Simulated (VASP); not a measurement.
SiO2, 6 atoms in the cell. Symmetry: P4_2/mnm, No. 136, tetragonal system. Conventional cell: a = 4.236 Å, b = 4.236 Å, c = 2.690 Å, α = 90.00°, β = 90.00°, γ = 90.00°. Within 2.4 Å of Si (site symmetry mmm) lie 6 O at 1.77 to 1.84 Å. Within 2.4 Å of O (site symmetry m2m) lie 3 Si at 1.77 to 1.84 Å and 1 O at 2.31 Å. 

| Property | Result |
| --- | --- |
| Program | VASP 6.6.1 |
| Task | single point |
| Functional | PBE |
| Potentials or basis | VASP PAW PBE potentials, release 64 (Si, O) |
| Cutoff | 520 eV |
| k mesh | 6 × 6 × 8 |
| Occupations | gaussian, width 0.02 eV |
| Spin | no spin polarisation |
| Dipole correction | no |
| Further INCAR settings | ALGO = Normal; EDIFF = 1e-06; NBANDS = 25 |

Potentials or basis: VASP PAW PBE potentials, release 64 (Si, O).

Run with:

```sh
$ cat potpaw_PBE.64/Si/POTCAR potpaw_PBE.64/O/POTCAR > POTCAR
$ mpirun -np 1 vasp_std > vasp.out
```

Hardware: 1 thread of Intel(R) Xeon(R) Platinum 8488C (Sapphire Rapids) (shared host).

Task: How long does it take, and how much memory?

Result: It took 37 s on 1 thread of Intel(R) Xeon(R) Platinum 8488C (Sapphire Rapids) (shared host), peak memory 0.17 GiB. Counts: scf iterations 13, k points 50.
